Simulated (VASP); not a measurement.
# Na3GaC (P6_3/mmc) in VASP: single point with PBE

Aim: the single point of Na3GaC with PBE.

All numbers are computed with VASP 6.6.1; they aren't measurements. Logs are shortened: lines on timing, memory, paths and dates and some standing lists are left out, and cuts for length are marked.

## 1. The cell of the first run

It takes space group P6_3/mmc (No. 194, hexagonal). The conventional cell has a = 10.208 Å, b = 10.208 Å, c = 2.769 Å, α = 90.00°, β = 90.00°, γ = 120.00°. Within 3.6 Å of Na (site symmetry mm2) lie 6 Na at 2.77 to 3.45 Å and 2 Ga at 3.06 Å and 2 C at 3.24 Å. Ga (site symmetry -6m2) has 2 Ga at 2.77 Å and 6 Na at 3.06 Å within 3.6 Å. Within 1.8 Å of C (site symmetry -3m) lie 2 C at 1.38 Å.

## 2. Single point, PBE

The input, INCAR:

```
PREC = Accurate ; ENCUT = 520
EDIFF = 1E-6 ; ISMEAR = 0
SIGMA = 0.1 ; LREAL = False
LASPH = True ; NELM = 100
ALGO = Normal ; ISIF = 2
LWAVE = False ; LCHARG = False
GGA = PE ; NBANDS = 49
```

The input, KPOINTS:

```
regular mesh
0
Gamma
  6 6 14
```

The input, POSCAR:

```
Na3GaC
1.0
   10.2081682431      0.0000000000      0.0000000000
   -5.1040841216      8.8405330247      0.0000000000
    0.0000000000      0.0000000000      2.7687709722
Na Ga C
6 2 2
Direct
    0.8211937720      0.6423875440      0.7500000000
    0.3576124560      0.1788062280      0.7500000000
    0.8211937720      0.1788062280      0.7500000000
    0.1788062280      0.3576124560      0.2500000000
    0.6423875440      0.8211937720      0.2500000000
    0.1788062280      0.8211937720      0.2500000000
    0.3333333333      0.6666666667      0.7500000000
    0.6666666667      0.3333333333      0.2500000000
    0.0000000000      0.0000000000      0.0000000000
    0.0000000000      0.0000000000      0.5000000000
```

Potentials or basis: VASP PAW PBE potentials, release 64 (Na_pv, Ga_d, C).

Command:

```sh
$ cat potpaw_PBE.64/Na_pv/POTCAR potpaw_PBE.64/Ga_d/POTCAR potpaw_PBE.64/C/POTCAR > POTCAR
$ mpirun -np 1 vasp_std > vasp.out
```

OUTCAR:

```text
PREC = Accurate
   ENCUT = 520
   EDIFF = 1E-6
   ISMEAR = 0
   LREAL = False
   LASPH = True
   NELM = 100
   ISIF = 2
   GGA = PE

 ion  position               nearest neighbor table
   1  0.821  0.642  0.750-
   2  0.358  0.179  0.750-
   3  0.821  0.179  0.750-
   4  0.179  0.358  0.250-
   5  0.642  0.821  0.250-
   6  0.179  0.821  0.250-
   7  0.333  0.667  0.750-
   8  0.667  0.333  0.250-
   9  0.000  0.000  0.000-  10 1.38  10 1.38
  10  0.000  0.000  0.500-   9 1.38   9 1.38

  LATTYP: Found a hexagonal cell.
 ALAT       =    10.2081682431
 C/A-ratio  =     0.2712309306

  Lattice vectors:

 A1 = (  10.2081682431,   0.0000000000,   0.0000000000)
 A2 = (  -5.1040841216,   8.8405330247,   0.0000000000)
 A3 = (   0.0000000000,   0.0000000000,   2.7687709722)

Analysis of symmetry for initial positions (statically):
=====================================================================
 Subroutine PRICEL returns:
 Original cell was already a primitive cell.

 Routine SETGRP: Setting up the symmetry group for a
 hexagonal supercell.

 Subroutine GETGRP returns: Found 24 space group operations
 (whereof 12 operations were pure point group operations)
 out of a pool of 24 trial point group operations.

The static configuration has the point symmetry D_3d.
 The point group associated with its full space group is D_6h.

Analysis of symmetry for dynamics (positions and initial velocities):
=====================================================================
 Subroutine PRICEL returns:
 Original cell was already a primitive cell.

 Routine SETGRP: Setting up the symmetry group for a
 hexagonal supercell.

 Subroutine GETGRP returns: Found 24 space group operations
 (whereof 12 operations were pure point group operations)
 out of a pool of 24 trial point group operations.

The dynamic configuration has the point symmetry D_3d.
 The point group associated with its full space group is D_6h.

 Subroutine INISYM returns: Found 24 space group operations
 (whereof 12 operations are pure point group operations),
 and found     1 'primitive' translations

----------------------------------------------------------------------------------------

                                     Primitive cell

  volume of cell :     249.8695

  direct lattice vectors                    reciprocal lattice vectors
    10.208168243  0.000000000  0.000000000     0.097960768  0.056557676  0.000000000
    -5.104084122  8.840533025  0.000000000     0.000000000  0.113115351  0.000000000
     0.000000000  0.000000000  2.768770972     0.000000000  0.000000000  0.361171079

  length of vectors
    10.208168243 10.208168243  2.768770972     0.113115351  0.113115351  0.361171079

  position of ions in fractional coordinates (direct lattice)
     0.821193772  0.642387544  0.750000000
     0.357612456  0.178806228  0.750000000
     0.821193772  0.178806228  0.750000000
     0.178806228  0.357612456  0.250000000
     0.642387544  0.821193772  0.250000000
     0.178806228  0.821193772  0.250000000
     0.333333333  0.666666667  0.750000000
     0.666666667  0.333333333  0.250000000
     0.000000000  0.000000000  0.000000000
     0.000000000  0.000000000  0.500000000

  ion indices of the primitive-cell ions
   primitive index   ion index
                 1           1
                 2           2
                 3           3
                 4           4
                 5           5
                 6           6
                 7           7
                 8           8
                 9           9
                10          10

----------------------------------------------------------------------------------------

 KPOINTS: regular mesh

Automatic generation of k-mesh.
 Grid dimensions read from file:
 generate k-points for:    6    6   14

 Generating k-lattice:

  Cartesian coordinates                     Fractional coordinates (reciprocal lattice)
     0.016326795  0.009426279  0.000000000     0.166666667 -0.000000000  0.000000000
     0.000000000  0.018852559  0.000000000     0.000000000  0.166666667  0.000000000
     0.000000000  0.000000000  0.025797934     0.000000000  0.000000000  0.071428571

  Length of vectors
     0.018852559  0.018852559  0.025797934

  Shift w.r.t. Gamma in fractional coordinates (k-lattice)
     0.000000000  0.000000000  0.000000000

 Subroutine IBZKPT returns following result:
 ===========================================

 Found     56 irreducible k-points:

 Following reciprocal coordinates:
            Coordinates               Weight
  0.000000  0.000000  0.000000      1.000000
  0.166667  0.000000  0.000000      6.000000
  0.333333  0.000000  0.000000      6.000000
  0.500000  0.000000  0.000000      3.000000
  0.166667  0.166667  0.000000      6.000000
  0.333333  0.166667  0.000000     12.000000
[... 16 lines left out ...]
  0.166667  0.000000  0.214286     12.000000
  0.333333  0.000000  0.214286     12.000000
 [... further k-points ...]
   k-points           NKPTS =     56   k-points in BZ     NKDIM =     56   number of bands    NBANDS=     49
   number of dos      NEDOS =    301   number of ions     NIONS =     10
   total plane-waves  NPLWV = 153600
   dimension x,y,z NGX =    80 NGY =   80 NGZ =   24
   dimension x,y,z NGXF=   160 NGYF=  160 NGZF=   48
   ions per type =               6   2   2
   NGX,Y,Z   is equivalent  to a cutoff of  13.03, 13.03, 14.41 a.u.
   NGXF,Y,Z  is equivalent  to a cutoff of  26.06, 26.06, 28.82 a.u.
 SYSTEM =  unknown system
   PREC   = accura    normal or accurate (medium, high low for compatibility)
   ISTART =      0    job   : 0-new  1-cont  2-samecut
   ICHARG =      2    charge: 1-file 2-atom 10-const
   ISPIN  =      1    spin polarized calculation?
   LNONCOLLINEAR =      F non collinear calculations
   LSORBIT =      F    spin-orbit coupling
   LASPH  =      T    aspherical Exc in radial PAW
   ENCUT  =  520.0 eV  38.22 Ry    6.18 a.u.  18.98 18.98  5.15*2*pi/ulx,y,z
   NELM   =    100;   NELMIN=  2; NELMDL= -5     # of ELM steps
   EDIFF  = 0.1E-05   stopping-criterion for ELM
   LREAL  =      F    real-space projection
   EDIFFG = 0.1E-04   stopping-criterion for IOM
   NSW    =      0    number of steps for IOM
   IBRION =     -1    ionic relax: 0-MD 1-quasi-New 2-CG
   NFREE  =      0    steps in history (QN), initial steepest desc. (CG)
   ISIF   =      2    stress and relaxation
   ISYM   =      2    0-nonsym 1-usesym 2-fastsym
   POTIM  = 0.5000    time-step for ionic-motion
   TEBEG  =    0.0;   TEEND  =   0.0 temperature during run
   PSTRESS=    0.0 pullay stress
   NELECT =      76.0000    total number of electrons
   NUPDOWN=      -1.0000    fix difference up-down
   EMIN   =  10.00;   EMAX   =-10.00  energy-range for DOS
   EFERMI =   0.00;   METHOD = LEGACY
   ISMEAR =     0;   SIGMA  =   0.10  broadening in eV -4-tet -1-fermi 0-gaus
   EFERMI_NEDOS =   21; number of points for ismear=-14 and -15
   IALGO  =     38    algorithm
   IMIX   =      4    mixing-type and parameters
     AMIX     =   0.40;   BMIX     =  1.00
     AMIX_MAG =   1.60;   BMIX_MAG =  1.00
  volume/ion in A,a.u.               =      24.99       168.62
  Fermi-wavevector in a.u.,A,eV,Ry     =   1.100969  2.080529 16.492055  1.212132
  Thomas-Fermi vector in A             =   2.237388
   LORBIT       =      0    0 simple, 1 ext, 2 COOP (PROOUT), +10 PAW based schemes
   GGA     = PE    functional components
   LHFCALC =     F    Hartree Fock is set to
   AEXX    =    0.0000 exact exchange contribution
   IVDW    =     0    specifies the selected vdW correction
   LEPSILON=     F    determine dielectric tensor
   LRPA    =     F    only Hartree local field effects (RPA)
 non-spin polarized calculation
 Gauss-broadening in eV      SIGMA  =   0.10
  energy-cutoff  :      520.00
  volume of cell :      249.87
 maximum number of plane-waves:      6765
 NGX is ok and might be reduce to    80
   NGX = 37   NGY = 37   NGZ = 11

 number of electron      76.0000028 magnetization

 Free energy of the ion-electron system (eV)
  ---------------------------------------------------
  ext. energy  EPLUGINS =         0.00000000
  ---------------------------------------------------
  free energy    TOTEN  =       -27.79617227 eV

  energy without entropy =      -27.77924243  energy(sigma->0) =      -27.78770735

 E-fermi :   1.7258     XC(G=0):  -7.7009

 val. band max:        1.7076443117   @ k =   0.3333   0.1667   0.1429
 cond. band min:       1.7311499793   @ k =   0.1667   0.1667   0.2143
 fundamental gap:      0.0235056676
 Fermi energy:         1.7258034445

 k-point     1 :       0.0000    0.0000    0.0000
  band No.  band energies     occupation
      1     -23.5446      2.00000
      2     -23.5335      2.00000
      3     -23.5335      2.00000
      4     -23.5095      2.00000
      5     -23.5095      2.00000
      6     -23.4919      2.00000
[... 41 lines left out ...]
     48       5.0133      0.00000
     49       5.8911      0.00000

 k-point     2 :       0.1667    0.0000    0.0000
  band No.  band energies     occupation
      1     -23.5447      2.00000
      2     -23.5335      2.00000
      3     -23.5334      2.00000
      4     -23.5095      2.00000
      5     -23.5094      2.00000
      6     -23.4916      2.00000
[... 41 lines left out ...]
     48       5.4216      0.00000
     49       5.8911      0.00000

 k-point     3 :       0.3333    0.0000    0.0000
  band No.  band energies     occupation
      1     -23.5449      2.00000
      2     -23.5336      2.00000
      3     -23.5333      2.00000
      4     -23.5095      2.00000
      5     -23.5092      2.00000
      6     -23.4909      2.00000
[... 41 lines left out ...]
     48       5.7647      0.00000
     49       5.8911      0.00000

 k-point     4 :       0.5000    0.0000    0.0000
  band No.  band energies     occupation
      1     -23.5450      2.00000
      2     -23.5336      2.00000
      3     -23.5333      2.00000
      4     -23.5095      2.00000
      5     -23.5091      2.00000
      6     -23.4906      2.00000
[... 977 lines left out ...]
     48       5.6671      0.00000
     49       6.1955      0.00000

 k-point    23 :       0.1667    0.0000    0.2143
  band No.  band energies     occupation
      1     -23.5432      2.00000
      2     -23.5432      2.00000
      3     -23.5424      2.00000
      4     -23.5403      2.00000
      5     -23.5403      2.00000
      6     -23.5380      2.00000
[... 41 lines left out ...]
     48       5.9808      0.00000
     49       6.2092      0.00000

 k-point    24 :       0.3333    0.0000    0.2143
  band No.  band energies     occupation
      1     -23.5433      2.00000
      2     -23.5432      2.00000
      3     -23.5424      2.00000
      4     -23.5404      2.00000
      5     -23.5403      2.00000
      6     -23.5380      2.00000
[... 41 lines left out ...]
     48       6.1549      0.00000
     49       6.3699      0.00000

 [... further k-points ...]

------------------------ aborting loop because EDIFF is reached ----------------------------------------

  FORCE on cell =-STRESS in cart. coord.  units (eV):
  Direction    XX          YY          ZZ          XY          YZ          ZX
  --------------------------------------------------------------------------------------
  -------------------------------------------------------------------------------------
  Total       -0.0409173     -0.0409173      0.0524497      0.0000000      0.0000000      0.0000000
  in kB       -0.2623637     -0.2623637      0.3363101      0.0000000      0.0000000      0.0000000
  external PRESSURE =      -0.0628058 kB  Pullay stress =       0.0000000 kB

 VOLUME and BASIS-vectors are now :
 -----------------------------------------------------------------------------
  energy-cutoff  :      520.00
  volume of cell :      249.87
      direct lattice vectors                 reciprocal lattice vectors
    10.208168243  0.000000000  0.000000000     0.097960768  0.056557676  0.000000000
    -5.104084122  8.840533025  0.000000000     0.000000000  0.113115351  0.000000000
     0.000000000  0.000000000  2.768770972     0.000000000  0.000000000  0.361171079

 POSITION                                       TOTAL-FORCE (eV/Angst)
 -----------------------------------------------------------------------------------
      5.10408      5.67905      2.07658        -0.000000      0.000494      0.000000
      2.73793      1.58074      2.07658        -0.000428     -0.000247      0.000000
      7.47024      1.58074      2.07658         0.000428     -0.000247      0.000000
     -0.00000      3.16148      0.69219         0.000000     -0.000494     -0.000000
      2.36616      7.25979      0.69219         0.000428      0.000247     -0.000000
     -2.36616      7.25979      0.69219        -0.000428      0.000247     -0.000000
     -0.00000      5.89369      2.07658        -0.000000      0.000000      0.000000
      5.10408      2.94684      0.69219         0.000000      0.000000      0.000000
      0.00000      0.00000      0.00000         0.000000      0.000000      0.000000
      0.00000      0.00000      1.38439         0.000000      0.000000      0.000000
 -----------------------------------------------------------------------------------
    total drift:                               -0.000000      0.000000     -0.000000

  FREE ENERGIE OF THE ION-ELECTRON SYSTEM (eV)
  ---------------------------------------------------
  free  energy   TOTEN  =       -27.7961722673 eV

  energy  without entropy=      -27.7792424291  energy(sigma->0) =      -27.78770735
```

It took 13 min on 1 thread of Intel Xeon Platinum 8488C (Sapphire Rapids), shared host; peak memory 0.74 GiB.

What came out:

```
Free energy            : -27.7962 eV
Pressure               : 0.0 GPa
Band gap on the k mesh : zero (bands 38 and 39 overlap by 2.81 eV)
```

Levels at points of the mesh, in eV from the Fermi level:
```tsv
k point	band 34	band 35	band 36	band 37	band 38	band 39	band 40	band 41	band 42	band 43
(0.00, 0.00, 0.00)	-6.13	-2.23	-2.23	-1.83	-1.83	-1.78	0.58	0.58	1.56	1.56
(0.50, 0.00, 0.00)	-6.11	-2.68	-2.39	-1.74	-1.45	-0.40	-0.18	0.10	0.30	0.82
(0.00, 0.00, 0.50)	-1.63	-1.61	-1.61	-1.61	-1.61	1.81	1.81	1.81	1.81	2.75
(0.50, 0.00, 0.50)	-1.68	-1.61	-1.61	-1.55	-1.55	1.65	1.65	1.80	1.80	3.16
```
